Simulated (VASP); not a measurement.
# Zr3PbW3 (Pm-3m) in VASP: relaxation of cell and atoms with PBE

Aim: the relaxation of cell and atoms of Zr3PbW3 with PBE.

Program: VASP 6.6.1. These are calculated values, not measurements. Logs are shortened: lines on timing, memory, paths and dates and some standing lists are left out, and cuts for length are marked.

## 1. The cell of the first run

The structure is cubic, space group Pm-3m (No. 221). The conventional cell has a = 5.190 Å, b = 5.190 Å, c = 5.190 Å, α = 90.00°, β = 90.00°, γ = 90.00°. Within 3.4 Å of Zr (site symmetry 4/mmm) lie 2 Pb at 2.60 Å and 4 W at 2.60 Å. Pb (site symmetry m-3m) has 6 Zr at 2.60 Å within 3.4 Å. Within 3.4 Å of W (site symmetry 4/mmm) lie 4 Zr at 2.60 Å.

The cell was generated, and may not be a known phase.

## 2. Relaxation of cell and atoms, PBE

INCAR

```
SYSTEM = Zr3PbW3
PREC     = Accurate       ! precision mode
ENCUT    = 600            ! plane-wave cutoff, eV
EDIFF    = 1E-7           ! SCF threshold, eV
ISMEAR   = 0              ! smearing method
SIGMA    = 0.1            ! smearing width, eV
LREAL    = .False.        ! projectors in reciprocal space
LASPH    = .True.         ! aspherical terms in the spheres
NELM     = 100            ! most SCF steps
ALGO     = Normal         ! electronic algorithm
ISIF     = 3              ! what is computed and relaxed
LWAVE    = .False.        ! write WAVECAR
LCHARG   = .False.        ! write CHGCAR
GGA      = PE             ! functional
IBRION   = 2              ! ionic algorithm
NSW      = 90             ! ionic steps
EDIFFG   = -0.04          ! ionic threshold
```

KPOINTS

```
Automatic mesh
0
Gamma
  4 4 4
  0 0 0
```

POSCAR

```
Zr3PbW3
1.0
    5.1903264100      0.0000000000      0.0000000000
    0.0000000000      5.1903264100      0.0000000000
    0.0000000000      0.0000000000      5.1903264100
Zr Pb W
3 1 3
Direct
    0.5000000000      0.5000000000      0.0000000000
    0.0000000000      0.5000000000      0.5000000000
    0.5000000000      0.0000000000      0.5000000000
    0.5000000000      0.5000000000      0.5000000000
    0.5000000000      0.0000000000      0.0000000000
    0.0000000000      0.5000000000      0.0000000000
    0.0000000000      0.0000000000      0.5000000000
```

Potentials or basis: VASP PAW PBE potentials, release 64 (Zr_sv, Pb_d, W_sv).

On the command line:

```bash
cat potpaw_PBE.64/Zr_sv/POTCAR potpaw_PBE.64/Pb_d/POTCAR potpaw_PBE.64/W_sv/POTCAR > POTCAR
mpirun -np 1 vasp_std > vasp.out
```

OUTCAR:

```text
SYSTEM = Zr3PbW3
   PREC = Accurate
   ENCUT = 600
   EDIFF = 1E-7
   ISMEAR = 0
   LREAL = .False.
   LASPH = .True.
   NELM = 100
   ISIF = 3
   GGA = PE
   IBRION = 2
   NSW = 90
   EDIFFG = -0.04

 ion  position               nearest neighbor table
   1  0.500  0.500  0.000-   4 2.60   5 2.60   6 2.60   4 2.60   5 2.60   6 2.60   3 3.67   3 3.67
                             3 3.67   2 3.67   3 3.67   2 3.67   2 3.67   2 3.67
   2  0.000  0.500  0.500-   4 2.60   6 2.60   7 2.60   6 2.60   7 2.60   4 2.60   3 3.67   3 3.67
                             1 3.67   1 3.67   3 3.67   1 3.67   1 3.67   3 3.67
   3  0.500  0.000  0.500-   4 2.60   5 2.60   7 2.60   5 2.60   4 2.60   7 2.60   2 3.67   1 3.67
                             2 3.67   1 3.67   1 3.67   2 3.67   1 3.67   2 3.67
   4  0.500  0.500  0.500-   1 2.60   2 2.60   3 2.60   1 2.60   3 2.60   2 2.60   5 3.67   5 3.67
                             6 3.67   6 3.67   5 3.67   7 3.67   5 3.67   7 3.67   6 3.67   7 3.67
   5  0.500  0.000  0.000-   1 2.60   3 2.60   3 2.60   1 2.60   4 3.67   4 3.67   4 3.67   4 3.67

   6  0.000  0.500  0.000-   1 2.60   2 2.60   2 2.60   1 2.60   4 3.67   4 3.67   4 3.67   4 3.67

   7  0.000  0.000  0.500-   2 2.60   3 2.60   2 2.60   3 2.60   4 3.67   4 3.67   4 3.67   4 3.67

  LATTYP: Found a simple cubic cell.
 ALAT       =     5.1903264100

  Lattice vectors:

 A1 = (   5.1903264100,   0.0000000000,   0.0000000000)
 A2 = (   0.0000000000,   5.1903264100,   0.0000000000)
 A3 = (   0.0000000000,   0.0000000000,   5.1903264100)

Analysis of symmetry for initial positions (statically):
=====================================================================
 Subroutine PRICEL returns:
 Original cell was already a primitive cell.

 Routine SETGRP: Setting up the symmetry group for a
 simple cubic supercell.

 Subroutine GETGRP returns: Found 48 space group operations
 (whereof 48 operations were pure point group operations)
 out of a pool of 48 trial point group operations.

The static configuration has the point symmetry O_h .

Analysis of symmetry for dynamics (positions and initial velocities):
=====================================================================
 Subroutine PRICEL returns:
 Original cell was already a primitive cell.

 Routine SETGRP: Setting up the symmetry group for a
 simple cubic supercell.

 Subroutine GETGRP returns: Found 48 space group operations
 (whereof 48 operations were pure point group operations)
 out of a pool of 48 trial point group operations.

The dynamic configuration has the point symmetry O_h .

 Subroutine INISYM returns: Found 48 space group operations
 (whereof 48 operations are pure point group operations),
 and found     1 'primitive' translations

----------------------------------------------------------------------------------------

                                     Primitive cell

  volume of cell :     139.8247

  direct lattice vectors                    reciprocal lattice vectors
     5.190326410  0.000000000  0.000000000     0.192666110  0.000000000  0.000000000
     0.000000000  5.190326410  0.000000000     0.000000000  0.192666110  0.000000000
     0.000000000  0.000000000  5.190326410     0.000000000  0.000000000  0.192666110

  length of vectors
     5.190326410  5.190326410  5.190326410     0.192666110  0.192666110  0.192666110

  position of ions in fractional coordinates (direct lattice)
     0.500000000  0.500000000  0.000000000
     0.000000000  0.500000000  0.500000000
     0.500000000  0.000000000  0.500000000
     0.500000000  0.500000000  0.500000000
     0.500000000  0.000000000  0.000000000
     0.000000000  0.500000000  0.000000000
     0.000000000  0.000000000  0.500000000

  ion indices of the primitive-cell ions
   primitive index   ion index
                 1           1
                 2           2
                 3           3
                 4           4
                 5           5
                 6           6
                 7           7

----------------------------------------------------------------------------------------

 KPOINTS: Automatic mesh

Automatic generation of k-mesh.
 Grid dimensions read from file:
 generate k-points for:    4    4    4

 Generating k-lattice:

  Cartesian coordinates                     Fractional coordinates (reciprocal lattice)
     0.048166528  0.000000000  0.000000000     0.250000000  0.000000000  0.000000000
     0.000000000  0.048166528  0.000000000     0.000000000  0.250000000  0.000000000
     0.000000000  0.000000000  0.048166528     0.000000000  0.000000000  0.250000000

  Length of vectors
     0.048166528  0.048166528  0.048166528

  Shift w.r.t. Gamma in fractional coordinates (k-lattice)
     0.000000000  0.000000000  0.000000000

 Subroutine IBZKPT returns following result:
 ===========================================

 Found     10 irreducible k-points:

 Following reciprocal coordinates:
            Coordinates               Weight
  0.000000  0.000000  0.000000      1.000000
  0.250000  0.000000  0.000000      6.000000
  0.500000  0.000000  0.000000      3.000000
  0.250000  0.250000  0.000000     12.000000
  0.500000  0.250000  0.000000     12.000000
  0.500000  0.500000  0.000000      3.000000
  0.250000  0.250000  0.250000      8.000000
  0.500000  0.250000  0.250000     12.000000
  0.500000  0.500000  0.250000      6.000000
  0.500000  0.500000  0.500000      1.000000
   k-points           NKPTS =     10   k-points in BZ     NKDIM =     10   number of bands    NBANDS=     55
   number of dos      NEDOS =    301   number of ions     NIONS =      7
   total plane-waves  NPLWV =  74088
   dimension x,y,z NGX =    42 NGY =   42 NGZ =   42
   dimension x,y,z NGXF=    84 NGYF=   84 NGZF=   84
   ions per type =               3   1   3
   NGX,Y,Z   is equivalent  to a cutoff of  13.45, 13.45, 13.45 a.u.
   NGXF,Y,Z  is equivalent  to a cutoff of  26.91, 26.91, 26.91 a.u.
 SYSTEM =  Zr3PbW3
   PREC   = accura    normal or accurate (medium, high low for compatibility)
   ISTART =      0    job   : 0-new  1-cont  2-samecut
   ICHARG =      2    charge: 1-file 2-atom 10-const
   ISPIN  =      1    spin polarized calculation?
   LNONCOLLINEAR =      F non collinear calculations
   LSORBIT =      F    spin-orbit coupling
   LASPH  =      T    aspherical Exc in radial PAW
   ENCUT  =  600.0 eV  44.10 Ry    6.64 a.u.  10.37 10.37 10.37*2*pi/ulx,y,z
   NELM   =    100;   NELMIN=  2; NELMDL= -5     # of ELM steps
   EDIFF  = 0.1E-06   stopping-criterion for ELM
   LREAL  =      F    real-space projection
   EDIFFG = -.4E-01   stopping-criterion for IOM
   NSW    =     90    number of steps for IOM
   IBRION =      2    ionic relax: 0-MD 1-quasi-New 2-CG
   NFREE  =      1    steps in history (QN), initial steepest desc. (CG)
   ISIF   =      3    stress and relaxation
   ISYM   =      2    0-nonsym 1-usesym 2-fastsym
   POTIM  = 0.5000    time-step for ionic-motion
   TEBEG  =    0.0;   TEEND  =   0.0 temperature during run
   PSTRESS=    0.0 pullay stress
   NELECT =      92.0000    total number of electrons
   NUPDOWN=      -1.0000    fix difference up-down
   EMIN   =  10.00;   EMAX   =-10.00  energy-range for DOS
   EFERMI =   0.00;   METHOD = LEGACY
   ISMEAR =     0;   SIGMA  =   0.10  broadening in eV -4-tet -1-fermi 0-gaus
   EFERMI_NEDOS =   21; number of points for ismear=-14 and -15
   IALGO  =     38    algorithm
   IMIX   =      4    mixing-type and parameters
     AMIX     =   0.40;   BMIX     =  1.00
     AMIX_MAG =   1.60;   BMIX_MAG =  1.00
  volume/ion in A,a.u.               =      19.97       134.80
  Fermi-wavevector in a.u.,A,eV,Ry     =   1.423889  2.690760 27.585262  2.027460
  Thomas-Fermi vector in A             =   2.544438
   LORBIT       =      0    0 simple, 1 ext, 2 COOP (PROOUT), +10 PAW based schemes
   GGA     = PE    functional components
   LHFCALC =     F    Hartree Fock is set to
   AEXX    =    0.0000 exact exchange contribution
   IVDW    =     0    specifies the selected vdW correction
   LEPSILON=     F    determine dielectric tensor
   LRPA    =     F    only Hartree local field effects (RPA)
 conjugate gradient relaxation of ions
 non-spin polarized calculation
 Gauss-broadening in eV      SIGMA  =   0.10
  energy-cutoff  :      600.00
  volume of cell :      139.82
 maximum number of plane-waves:      4700
 NGX is ok and might be reduce to    42
   NGX = 21   NGY = 21   NGZ = 21

--------------------------------------- Ionic step        1  -------------------------------------------

 number of electron      92.0000011 magnetization

 Free energy of the ion-electron system (eV)
  ---------------------------------------------------
  ext. energy  EPLUGINS =         0.00000000
  ---------------------------------------------------
  free energy    TOTEN  =       -53.42402253 eV

  energy without entropy =      -53.35270316  energy(sigma->0) =      -53.38836285

------------------------ aborting loop because EDIFF is reached ----------------------------------------

  FORCE on cell =-STRESS in cart. coord.  units (eV):
  Direction    XX          YY          ZZ          XY          YZ          ZX
  --------------------------------------------------------------------------------------
  -------------------------------------------------------------------------------------
  Total       22.6169495     22.6169495     22.6169495      0.0000000      0.0000000      0.0000000
  in kB      259.1556008    259.1556008    259.1556008      0.0000000      0.0000000      0.0000000
  external PRESSURE =     259.1556008 kB  Pullay stress =       0.0000000 kB
[... 26 lines left out ...]
  energy  without entropy=      -53.3527031566  energy(sigma->0) =      -53.38836285

--------------------------------------- Ionic step        2  -------------------------------------------

 number of electron      91.9999998 magnetization

 E-fermi :   5.0280     XC(G=0):  -9.8570

 val. band max:        5.0222047391   @ k =   0.5000   0.5000   0.5000
 cond. band min:       5.0342227642   @ k =   0.5000   0.5000   0.0000
 fundamental gap:      0.0120180250
 Fermi energy:         5.0279973734

 k-point     1 :       0.0000    0.0000    0.0000
  band No.  band energies     occupation
      1     -69.0620      2.00000
      2     -69.0617      2.00000
      3     -69.0617      2.00000
      4     -44.0276      2.00000
      5     -44.0247      2.00000
      6     -44.0247      2.00000
[... 648 lines left out ...]
  energy  without entropy=      -55.3089988196  energy(sigma->0) =      -55.35952033

--------------------------------------- Ionic step        4  -------------------------------------------

 number of electron      92.0000001 magnetization

 Free energy of the ion-electron system (eV)
  ---------------------------------------------------
  ext. energy  EPLUGINS =         0.00000000
  ---------------------------------------------------
  free energy    TOTEN  =       -55.41423915 eV

  energy without entropy =      -55.31456946  energy(sigma->0) =      -55.36440430

 E-fermi :   7.4155     XC(G=0): -10.9801

 val. band max:        7.3931578696   @ k =   0.5000   0.0000   0.0000
 cond. band min:       7.4280985417   @ k =   0.2500   0.2500   0.0000
 fundamental gap:      0.0349406721
 Fermi energy:         7.4154852092

 k-point     1 :       0.0000    0.0000    0.0000
  band No.  band energies     occupation
      1     -66.4866      2.00000
      2     -66.4857      2.00000
      3     -66.4857      2.00000
      4     -41.0481      2.00000
      5     -41.0373      2.00000
      6     -41.0373      2.00000
[... 603 lines left out ...]
  FREE ENERGIE OF THE ION-ELECTRON SYSTEM (eV)
  ---------------------------------------------------
  free  energy   TOTEN  =       -55.4142391522 eV

  energy  without entropy=      -55.3145694555  energy(sigma->0) =      -55.36440430

 reached required accuracy - stopping structural energy minimisation
```

Run time: 8.6 min. Hardware: 1 thread of Intel Xeon Platinum 8259CL at 2.50GHz (Skylake/Cascade Lake), shared host; peak memory 0.32 GiB.

What came out:

* Free energy: -55.4142 eV
* Relaxed volume: 24.16 Å³/atom
* Relaxed cell: a = 5.530 Å, b = 5.530 Å, c = 5.530 Å, α = 90.00°, β = 90.00°, γ = 90.00°
* Space group after relaxing (to 0.1 Å): Pm-3m (No. 221)
* Energy gained by relaxing: 284.3 meV/atom
* Ionic steps: 4
* Pressure after relaxing: -0.2 GPa
* Band gap on the k mesh: zero (bands 46 and 47 overlap by 0.19 eV)

The path:
```tsv
step	energy change (eV)	largest force (eV/Å)	pressure (GPa)	volume (Å³)
1	0.0000	0.0000	25.92	139.82
2	0.5695	0.0000	-14.20	215.93
3	-1.9860	0.0000	-0.87	170.40
4	-1.9902	0.0000	-0.18	169.12
```

Final structure:
```
CELL_PARAMETERS angstrom
5.53008 0.00000 0.00000
0.00000 5.53008 0.00000
0.00000 0.00000 5.53008
ATOMIC_POSITIONS crystal
Zr 0.50000 0.50000 0.00000
Zr 0.00000 0.50000 0.50000
Zr 0.50000 0.00000 0.50000
Pb 0.50000 0.50000 0.50000
W 0.50000 0.00000 0.00000
W 0.00000 0.50000 0.00000
W 0.00000 0.00000 0.50000
```

Caveat: the volume moved by over 15 % at a fixed basis, so the end points are rough; spin-orbit coupling is left out, which moves the levels of the heavy elements.

The gap in the log of VASP goes by the Fermi energy; the results here count the filled bands.